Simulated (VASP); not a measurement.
# MgS (Cm) in VASP: further runs

Runs on MgS. Level: PBE. Tasks: single point.

Everything below comes from runs of VASP 6.6.1. Logs are shortened: lines on timing, memory, paths and dates and some standing lists are left out, and cuts for length are marked.

## (1) The cell of the first run

It takes space group Cm (No. 8, monoclinic). Conventional cell: a = 6.929 Å, b = 4.029 Å, c = 4.029 Å, α = 90.00°, β = 124.69°, γ = 90.00°. Mg (site symmetry m) has 4 S at 2.46 to 2.47 Å within 3.3 Å. S (site symmetry m) has 4 Mg at 2.46 to 2.47 Å within 3.3 Å.

## (2) Single point, PBE

INCAR

```
ALGO = Normal
EDIFF = 1E-6
ENCUT = 520
GGA = PE
ISIF = 2
ISMEAR = 0
LASPH = True
LCHARG = False
LREAL = False
LWAVE = False
NBANDS = 16
NELM = 60
PREC = Accurate
SIGMA = 0.02
```

KPOINTS

```
k-points
0
Gamma
  6 6 4
```

POSCAR

```
MgS
1.0
    2.8486069961      2.8486069961      0.0000000000
   -2.8486069961      2.8486069961      0.0000000000
    0.0604280797      0.0604280797      5.6972139921
Mg S
2 2
Direct
    0.0019466494      0.0000000000     -0.0000262252
    0.5019466494      0.5000000000      0.4999737748
    0.4980533506      0.0000000000      0.2500262252
   -0.0019466494      0.5000000000      0.7500262252
```

Potentials or basis: VASP PAW PBE potentials, release 64 (Mg, S).

The run is started by

```sh
$ cat potpaw_PBE.64/Mg/POTCAR potpaw_PBE.64/S/POTCAR > POTCAR
$ mpirun -np 1 vasp_std > vasp.out
```

OUTCAR:

```text
EDIFF = 1E-6
   ENCUT = 520
   GGA = PE
   ISIF = 2
   ISMEAR = 0
   LASPH = True
   LREAL = False
   NELM = 60
   PREC = Accurate

 ion  position               nearest neighbor table
   1  0.002  0.000  1.000-   3 2.46   4 2.47   4 2.47   3 2.47
   2  0.502  0.500  0.500-   4 2.46   3 2.47   3 2.47   4 2.47
   3  0.498  0.000  0.250-   1 2.46   2 2.47   2 2.47   1 2.47
   4  0.998  0.500  0.750-   2 2.46   1 2.47   1 2.47   2 2.47

  LATTYP: Found a simple monoclinic cell.
 ALAT       =     4.0285386478
 B/A-ratio  =     1.0000000000
 C/A-ratio  =     1.4143726524
 COS(beta)  =    -0.0149983128

  Lattice vectors:

 A1 = (   2.8486069961,   2.8486069961,   0.0000000000)
 A2 = (   2.8486069961,  -2.8486069961,   0.0000000000)
 A3 = (  -0.0604280797,  -0.0604280797,  -5.6972139921)

Analysis of symmetry for initial positions (statically):
=====================================================================
 Subroutine PRICEL returns following result:

  LATTYP: Found a base centered monoclinic cell.
 ALAT       =     6.9286456549
 B/A-ratio  =     0.5814323388
 C/A-ratio  =     0.5814323388
 COS(beta)  =    -0.5690982963

  Lattice vectors:

 A1 = (  -2.8183929563,   0.0302140398,   2.8486069961)
 A2 = (   0.0302140398,  -2.8183929563,   2.8486069961)
 A3 = (   2.8486069961,   2.8486069961,  -0.0000000000)

   2 primitive cells build up your supercell.

 Routine SETGRP: Setting up the symmetry group for a
 simple monoclinic supercell.

 Subroutine GETGRP returns: Found  2 space group operations
 (whereof  2 operations were pure point group operations)
 out of a pool of  4 trial point group operations.

The static configuration has the point symmetry C_1h.

Analysis of symmetry for dynamics (positions and initial velocities):
=====================================================================
 Subroutine PRICEL returns following result:

  LATTYP: Found a base centered monoclinic cell.
 ALAT       =     6.9286456549
 B/A-ratio  =     0.5814323388
 C/A-ratio  =     0.5814323388
 COS(beta)  =    -0.5690982963

  Lattice vectors:

 A1 = (  -2.8183929563,   0.0302140398,   2.8486069961)
 A2 = (   0.0302140398,  -2.8183929563,   2.8486069961)
 A3 = (   2.8486069961,   2.8486069961,  -0.0000000000)

   2 primitive cells build up your supercell.

 Routine SETGRP: Setting up the symmetry group for a
 simple monoclinic supercell.

 Subroutine GETGRP returns: Found  2 space group operations
 (whereof  2 operations were pure point group operations)
 out of a pool of  4 trial point group operations.

The dynamic configuration has the point symmetry C_1h.

 Subroutine INISYM returns: Found  2 space group operations
 (whereof  2 operations are pure point group operations),
 and found     2 'primitive' translations

----------------------------------------------------------------------------------------

                                     Primitive cell

  volume of cell :      46.2304

  direct lattice vectors                    reciprocal lattice vectors
    -2.818392956  0.030214040  2.848606996    -0.175524388  0.175524388  0.175524388
     0.030214040 -2.818392956  2.848606996     0.175524388 -0.175524388  0.175524388
     2.848606996  2.848606996 -0.000000000     0.175524388  0.175524388  0.171800954

  length of vectors
     4.007344952  4.007344952  4.028538648     0.304017158  0.304017158  0.301882741

  position of ions in fractional coordinates (direct lattice)
     0.999973775  0.999973775  0.001920424
     0.250026225  0.250026225  0.748079576

  ion indices of the primitive-cell ions
   primitive index   ion index
                 1           1
                 2           3

----------------------------------------------------------------------------------------

 KPOINTS: k-points

Automatic generation of k-mesh.
 Grid dimensions read from file:
 generate k-points for:    6    6    4

 Generating k-lattice:

  Cartesian coordinates                     Fractional coordinates (reciprocal lattice)
     0.029254065  0.029254065 -0.000620572     0.166666667  0.000000000  0.000000000
    -0.029254065  0.029254065  0.000000000     0.000000000  0.166666667  0.000000000
     0.000000000  0.000000000  0.043881097     0.000000000  0.000000000  0.250000000

  Length of vectors
     0.041376149  0.041371495  0.043881097

  Shift w.r.t. Gamma in fractional coordinates (k-lattice)
     0.000000000  0.000000000  0.000000000

 Subroutine IBZKPT returns following result:
 ===========================================

 Found     56 irreducible k-points:

 Following reciprocal coordinates:
            Coordinates               Weight
  0.000000  0.000000  0.000000      1.000000
  0.166667  0.000000 -0.000000      2.000000
  0.333333  0.000000 -0.000000      2.000000
  0.500000  0.000000  0.000000      1.000000
  0.000000  0.166667  0.000000      2.000000
  0.166667  0.166667 -0.000000      4.000000
[... 16 lines left out ...]
  0.000000  0.166667  0.250000      4.000000
  0.166667  0.166667  0.250000      4.000000
 [... further k-points ...]
   k-points           NKPTS =     56   k-points in BZ     NKDIM =     56   number of bands    NBANDS=     16
   number of dos      NEDOS =    301   number of ions     NIONS =      4
   total plane-waves  NPLWV =  37800
   dimension x,y,z NGX =    30 NGY =   30 NGZ =   42
   dimension x,y,z NGXF=    60 NGYF=   60 NGZF=   84
   ions per type =               2   2
   NGX,Y,Z   is equivalent  to a cutoff of  12.38, 12.38, 12.25 a.u.
   NGXF,Y,Z  is equivalent  to a cutoff of  24.76, 24.76, 24.51 a.u.
 SYSTEM =  unknown system
   PREC   = accura    normal or accurate (medium, high low for compatibility)
   ISTART =      0    job   : 0-new  1-cont  2-samecut
   ICHARG =      2    charge: 1-file 2-atom 10-const
   ISPIN  =      1    spin polarized calculation?
   LNONCOLLINEAR =      F non collinear calculations
   LSORBIT =      F    spin-orbit coupling
   LASPH  =      T    aspherical Exc in radial PAW
   ENCUT  =  520.0 eV  38.22 Ry    6.18 a.u.   7.49  7.49 10.59*2*pi/ulx,y,z
   NELM   =     60;   NELMIN=  2; NELMDL= -5     # of ELM steps
   EDIFF  = 0.1E-05   stopping-criterion for ELM
   LREAL  =      F    real-space projection
   EDIFFG = 0.1E-04   stopping-criterion for IOM
   NSW    =      0    number of steps for IOM
   IBRION =     -1    ionic relax: 0-MD 1-quasi-New 2-CG
   NFREE  =      0    steps in history (QN), initial steepest desc. (CG)
   ISIF   =      2    stress and relaxation
   ISYM   =      2    0-nonsym 1-usesym 2-fastsym
   POTIM  = 0.5000    time-step for ionic-motion
   TEBEG  =    0.0;   TEEND  =   0.0 temperature during run
   PSTRESS=    0.0 pullay stress
   NELECT =      16.0000    total number of electrons
   NUPDOWN=      -1.0000    fix difference up-down
   EMIN   =  10.00;   EMAX   =-10.00  energy-range for DOS
   EFERMI =   0.00;   METHOD = LEGACY
   ISMEAR =     0;   SIGMA  =   0.02  broadening in eV -4-tet -1-fermi 0-gaus
   EFERMI_NEDOS =   21; number of points for ismear=-14 and -15
   IALGO  =     38    algorithm
   IMIX   =      4    mixing-type and parameters
     AMIX     =   0.40;   BMIX     =  1.00
     AMIX_MAG =   1.60;   BMIX_MAG =  1.00
  volume/ion in A,a.u.               =      23.12       155.99
  Fermi-wavevector in a.u.,A,eV,Ry     =   0.912282  1.723962 11.323556  0.832258
  Thomas-Fermi vector in A             =   2.036659
   LORBIT       =      0    0 simple, 1 ext, 2 COOP (PROOUT), +10 PAW based schemes
   GGA     = PE    functional components
   LHFCALC =     F    Hartree Fock is set to
   AEXX    =    0.0000 exact exchange contribution
   IVDW    =     0    specifies the selected vdW correction
   LEPSILON=     F    determine dielectric tensor
   LRPA    =     F    only Hartree local field effects (RPA)
 non-spin polarized calculation
 Gauss-broadening in eV      SIGMA  =   0.02
  energy-cutoff  :      520.00
  volume of cell :       92.46
 maximum number of plane-waves:      2524
 NGX is ok and might be reduce to    30
   NGX = 15   NGY = 15   NGZ = 21

 number of electron      15.9999995 magnetization

 Free energy of the ion-electron system (eV)
  ---------------------------------------------------
  ext. energy  EPLUGINS =         0.00000000
  ---------------------------------------------------
  free energy    TOTEN  =       -16.94346460 eV

  energy without entropy =      -16.94346460  energy(sigma->0) =      -16.94346460

 E-fermi :   1.0880     XC(G=0):  -8.3184

 val. band max:        0.9906918954   @ k =   0.0000   0.0000   0.0000
 cond. band min:       4.3111418561   @ k =   0.0000   0.0000   0.0000
 fundamental gap:      3.3204499607
 Fermi energy:         1.0879605680

 k-point     1 :       0.0000    0.0000    0.0000
  band No.  band energies     occupation
      1     -10.2581      2.00000
      2      -9.3940      2.00000
      3      -1.8095      2.00000
      4      -0.0602      2.00000
      5      -0.0594      2.00000
      6       0.9066      2.00000
[... 8 lines left out ...]
     15      11.7410      0.00000
     16      11.7982      0.00000

 k-point     2 :       0.1667    0.0000   -0.0000
  band No.  band energies     occupation
      1     -10.1587      2.00000
      2      -9.3943      2.00000
      3      -1.6543      2.00000
      4      -0.5328      2.00000
      5       0.0393      2.00000
      6       0.2302      2.00000
[... 8 lines left out ...]
     15      10.8842      0.00000
     16      11.0651      0.00000

 k-point     3 :       0.3333    0.0000   -0.0000
  band No.  band energies     occupation
      1      -9.9052      2.00000
      2      -9.4434      2.00000
      3      -1.4131      2.00000
      4      -0.9834      2.00000
      5      -0.8313      2.00000
      6       0.2811      2.00000
[... 8 lines left out ...]
     15       9.7836      0.00000
     16      10.2151      0.00000
[... 362 lines left out ...]
 k-point    23 :       0.0000    0.1667    0.2500
  band No.  band energies     occupation
      1     -10.0568      2.00000
      2      -9.5175      2.00000
      3      -1.5507      2.00000
      4      -0.3725      2.00000
      5      -0.2311      2.00000
      6       0.1541      2.00000
[... 8 lines left out ...]
     15       9.7349      0.00000
     16      10.7939      0.00000

 k-point    24 :       0.1667    0.1667    0.2500
  band No.  band energies     occupation
      1      -9.9761      2.00000
      2      -9.4888      2.00000
      3      -1.4992      2.00000
      4      -0.6061      2.00000
      5      -0.4328      2.00000
      6       0.0652      2.00000
[... 8 lines left out ...]
     15       9.4665      0.00000
     16      10.3015      0.00000

 [... further k-points ...]

------------------------ aborting loop because EDIFF is reached ----------------------------------------

  FORCE on cell =-STRESS in cart. coord.  units (eV):
  Direction    XX          YY          ZZ          XY          YZ          ZX
  --------------------------------------------------------------------------------------
  -------------------------------------------------------------------------------------
  Total       -0.0864435     -0.0864435     -0.0829873     -0.0045226     -0.1831664     -0.1831664
  in kB       -1.4979094     -1.4979094     -1.4380187     -0.0783692     -3.1739410     -3.1739412
  external PRESSURE =      -1.4779459 kB  Pullay stress =       0.0000000 kB

 VOLUME and BASIS-vectors are now :
 -----------------------------------------------------------------------------
  energy-cutoff  :      520.00
  volume of cell :       92.46
      direct lattice vectors                 reciprocal lattice vectors
     2.848606996  2.848606996  0.000000000     0.175524388  0.175524388 -0.003723435
    -2.848606996  2.848606996  0.000000000    -0.175524388  0.175524388  0.000000000
     0.060428080  0.060428080  5.697213992     0.000000000  0.000000000  0.175524388

 POSITION                                       TOTAL-FORCE (eV/Angst)
 -----------------------------------------------------------------------------------
      0.06597      0.06597      5.69706         0.000053      0.000053     -0.000152
      0.03576      2.88436      2.84846         0.000053      0.000053     -0.000152
      1.43387      1.43387      1.42445        -0.000053     -0.000053      0.000152
      1.46408      4.31269      4.27306        -0.000053     -0.000053      0.000152
 -----------------------------------------------------------------------------------
    total drift:                               -0.000011     -0.000011     -0.000060

  FREE ENERGIE OF THE ION-ELECTRON SYSTEM (eV)
  ---------------------------------------------------
  free  energy   TOTEN  =       -16.9434645956 eV

  energy  without entropy=      -16.9434645956  energy(sigma->0) =      -16.94346460
```

Run time: 81 s. Hardware: 1 thread of Intel Xeon 8259CL, shared host; peak memory 0.23 GiB.

What came out:

```yaml
Free_energy: -16.9435 eV
Pressure: -0.1 GPa
Band_gap_on_the_k_mesh: 3.32 eV
```

Levels at points of the mesh, in eV from the valence-band top:
| k point | band 6 | band 7 | band 8 | band 9 | band 10 | band 11 |
| --- | --- | --- | --- | --- | --- | --- |
| (0.00, 0.00, 0.00) | -0.08 | -0.04 | 0.00 | 3.32 | 3.86 | 5.58 |
| (0.50, 0.00, 0.00) | -1.40 | -0.38 | -0.38 | 6.28 | 6.28 | 6.71 |
| (0.00, 0.50, 0.00) | -1.40 | -0.38 | -0.38 | 6.29 | 6.29 | 6.71 |
| (0.50, 0.50, 0.00) | -1.09 | -1.01 | -1.01 | 3.85 | 3.85 | 5.58 |
| (0.00, 0.00, 0.50) | -0.60 | -0.60 | -0.60 | 5.07 | 5.07 | 6.42 |
| (0.50, 0.00, 0.50) | -0.38 | -0.34 | -0.32 | 4.96 | 5.05 | 7.48 |
| (0.00, 0.50, 0.50) | -0.38 | -0.34 | -0.34 | 5.00 | 5.00 | 7.52 |
| (0.50, 0.50, 0.50) | -1.82 | -1.33 | -1.33 | 5.48 | 5.48 | 7.75 |

## (3) Single point, PBE (shear of c along a, cell held: +3.0 %, then relaxed in part)

INCAR

```
SYSTEM = MgS
PREC     = Accurate       ! precision mode
ENCUT    = 520            ! plane-wave cutoff, eV
EDIFF    = 1E-7           ! SCF threshold, eV
ISMEAR   = 0              ! smearing method
SIGMA    = 0.02           ! smearing width, eV
LREAL    = .FALSE.        ! projectors in reciprocal space
LASPH    = .TRUE.         ! aspherical terms in the spheres
NELM     = 100            ! most SCF steps
ALGO     = Normal         ! electronic algorithm
ISIF     = 2              ! what is computed and relaxed
LWAVE    = .FALSE.        ! write WAVECAR
LCHARG   = .FALSE.        ! write CHGCAR
GGA      = PE             ! functional
NBANDS   = 16             ! bands
```

KPOINTS

```
Automatic mesh
0
G
  6 6 4
  0 0 0
```

POSCAR

```
MgS
1.0
    2.8486069961      2.8486069961      0.0000000000
   -2.8486069961      2.8486069961      0.0000000000
    0.1208561594      0.1208561594      5.6972139921
Mg S
2 2
Direct
    0.0038924531      0.0000000000     -0.0001131110
    0.5038924531      0.5000000000      0.4998868890
    0.4961075469      0.0000000000      0.2501131110
   -0.0038924531      0.5000000000      0.7501131110
```

Potentials or basis: VASP PAW PBE potentials, release 64 (Mg, S).

The run is started by

```sh
$ cat potpaw_PBE.64/Mg/POTCAR potpaw_PBE.64/S/POTCAR > POTCAR
$ mpirun -np 1 vasp_std > vasp.out
```

Wall time 88 s (1 thread of Intel Xeon 8259CL, shared host); peak memory 0.23 GiB.

Results (log left out):

- Free energy: -16.9376 eV
- Pressure: -0.2 GPa
- Band gap on the k mesh: 3.27 eV

Stress tensor (GPa, compression positive):
```
-0.17 -0.03 -0.63
-0.03 -0.17 -0.63
-0.63 -0.63 -0.13
```

Levels at points of the mesh, in eV from the valence-band top:
```tsv
k point	band 6	band 7	band 8	band 9	band 10	band 11
(0.00, 0.00, 0.00)	-0.17	-0.08	0.00	3.27	3.81	5.54
(0.50, 0.00, 0.00)	-1.44	-0.42	-0.42	6.24	6.24	6.65
(0.00, 0.50, 0.00)	-1.45	-0.42	-0.42	6.24	6.24	6.65
(0.50, 0.50, 0.00)	-1.18	-1.00	-1.00	3.80	3.80	5.55
(0.00, 0.00, 0.50)	-0.64	-0.64	-0.64	5.02	5.02	6.38
(0.50, 0.00, 0.50)	-0.44	-0.36	-0.31	4.87	5.05	7.36
(0.00, 0.50, 0.50)	-0.45	-0.36	-0.36	4.96	4.96	7.43
(0.50, 0.50, 0.50)	-1.87	-1.37	-1.37	5.42	5.42	7.70
```

Caveat: the cell differs from its parent crystal (shear of c along a, cell held: +3.0 %, then relaxed in part).

## (4) Single point, PBE

INCAR

```
PREC     = Accurate       # precision mode
ENCUT    = 520            # plane-wave cutoff, eV
EDIFF    = 1E-6           # SCF threshold, eV
ISMEAR   = 0              # smearing method
SIGMA    = 0.02           # smearing width, eV
LREAL    = F              # projectors in reciprocal space
LASPH    = T              # aspherical terms in the spheres
NELM     = 100            # most SCF steps
ALGO     = Normal         # electronic algorithm
ISIF     = 2              # what is computed and relaxed
LWAVE    = F              # write WAVECAR
LCHARG   = T              # write CHGCAR
GGA      = PE             # functional
LELF     = T              # ELF
LVHAR    = T            
NBANDS   = 16             # bands
```

KPOINTS

```
regular mesh
0
Gamma
  6 6 4
```

POSCAR is that of step 3.

The run is started by

```sh
$ cat potpaw_PBE.64/Mg/POTCAR potpaw_PBE.64/S/POTCAR > POTCAR
$ mpirun -np 1 vasp_std > vasp.out
```

Run time: 74 s. Hardware: 1 thread of Intel Xeon 8259CL, shared host; peak memory 0.23 GiB.

It converged, with:

| Quantity | Value |
| --- | --- |
| Free energy | -16.9376 eV |
| Pressure | -0.2 GPa |
| Band gap on the k mesh | 3.27 eV |

Stress tensor (GPa, compression positive):
```
-0.18 -0.03 -0.63
-0.03 -0.18 -0.63
-0.63 -0.63 -0.14
```

Levels at points of the mesh, in eV from the valence-band top:
| k point | band 4 | band 5 | band 6 | band 7 | band 8 | band 9 | band 10 | band 11 | band 12 | band 13 |
| --- | --- | --- | --- | --- | --- | --- | --- | --- | --- | --- |
| (0.00, 0.00, 0.00) | -1.09 | -1.09 | -0.17 | -0.08 | 0.00 | 3.27 | 3.81 | 5.54 | 7.63 | 7.82 |
| (0.50, 0.00, 0.00) | -2.46 | -1.44 | -1.44 | -0.42 | -0.42 | 6.24 | 6.24 | 6.65 | 6.65 | 7.83 |
| (0.00, 0.50, 0.00) | -2.46 | -1.45 | -1.45 | -0.42 | -0.42 | 6.24 | 6.24 | 6.65 | 6.65 | 7.80 |
| (0.50, 0.50, 0.00) | -2.84 | -1.18 | -1.18 | -1.00 | -1.00 | 3.80 | 3.80 | 5.55 | 5.55 | 10.87 |
| (0.00, 0.00, 0.50) | -1.80 | -0.64 | -0.64 | -0.64 | -0.64 | 5.02 | 5.02 | 6.38 | 6.38 | 8.25 |
| (0.50, 0.00, 0.50) | -3.11 | -0.49 | -0.44 | -0.36 | -0.31 | 4.87 | 5.05 | 7.36 | 7.46 | 7.59 |
| (0.00, 0.50, 0.50) | -3.15 | -0.45 | -0.45 | -0.36 | -0.36 | 4.96 | 4.96 | 7.43 | 7.43 | 7.62 |
| (0.50, 0.50, 0.50) | -2.34 | -1.87 | -1.87 | -1.37 | -1.37 | 5.42 | 5.42 | 7.70 | 7.70 | 8.06 |
